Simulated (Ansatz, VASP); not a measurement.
**One calculation of Al3Cu, two programs**

File INCAR:

```
SYSTEM = Al3Cu
PREC     = Accurate       ! precision mode
ENCUT    = 520            ! plane-wave cutoff, eV
EDIFF    = 1E-6           ! SCF threshold, eV
ISMEAR   = 0              ! smearing method
SIGMA    = 0.15           ! smearing width, eV
LREAL    = .FALSE.        ! projectors in reciprocal space
LASPH    = .TRUE.         ! aspherical terms in the spheres
NELM     = 100            ! most SCF steps
ALGO     = Fast           ! electronic algorithm
ISIF     = 2              ! what is computed and relaxed
LWAVE    = .FALSE.        ! write WAVECAR
LCHARG   = .FALSE.        ! write CHGCAR
GGA      = PS             ! functional
NBANDS   = 18             ! bands
```

File KPOINTS:

```
regular mesh
0
G
  12 12 12
  0 0 0
```

File POSCAR:

```
Al3Cu
1.0
    4.1842803113      0.0000000000      0.0000000000
    0.0000000000      3.8923537780      0.0000000000
    0.0000000000      0.0000000000      3.8923537780
Al Cu
3 1
Direct
    0.0000000000      0.5000000000      0.5000000000
    0.5000000000      0.0000000000      0.5000000000
    0.5000000000      0.5000000000      0.0000000000
    0.0000000000      0.0000000000      0.0000000000
```

Input for Ansatz:

```yaml
crystal:
  lattice:
    - [4.1842803113, 0.0, 0.0]
    - [0.0, 3.892353778, 0.0]
    - [0.0, 0.0, 3.892353778]
  atoms:
    - { symbol: Al, position: [0.0, 0.5, 0.5] }
    - { symbol: Al, position: [0.5, 0.0, 0.5] }
    - { symbol: Al, position: [0.5, 0.5, 0.0] }
    - { symbol: Cu, position: [0.0, 0.0, 0.0] }
basis:
  ecutwfc: 420
kpoints:
  mp_grid: { grid: [12, 12, 12] }
hamiltonian:
  xc: pbesol
scf:
  occupations: { method: gaussian, width: 0.15 }
output:
  forces: true
  stress: true
  eigenvalues: true
  write_density: true
  write_potential: true
  elf: true
  volumetric_format: npy
```

Change from the starting cell: strain +0.0750 x Voigt [1, 0, 0, 0, 0, 0], atoms carried along.

Alike in both runs: task single point; functional PBEsol; k mesh 12 × 12 × 12; occupations gaussian, width 0.15 eV; no spin polarisation.

```csv
,VASP,Ansatz
version,VASP 6.6.1,Ansatz 0.2.0
potentials or method,"VASP PAW PBE potentials, release 64 (Al, Cu), cutoff 520 eV","scalar-relativistic, plane waves, PAW"
valence electrons in the cell,20,28
```

Ansatz gave:

* gap on the k mesh at the Fermi level (eV): none
* pressure (GPa): -5.9
* traceless stress, the component that is largest in VASP (GPa): -4.09

**Question.** What did VASP give for the same quantities?

**Answer.** gap on the k mesh at the Fermi level (eV): none; pressure (GPa): -5.6; traceless stress, the component that is largest in VASP (GPa): -4.12.

VASP's potentials were made for PBE, not for PBEsol. A gap of «none» marks a metal or a gap that the smearing closes. The functional is the same, so the differences come from potentials, cutoffs and numerics. VASP's potentials hold 20 valence electrons a cell and Ansatz's 28, so a difference there can come from the potentials and not from the codes.
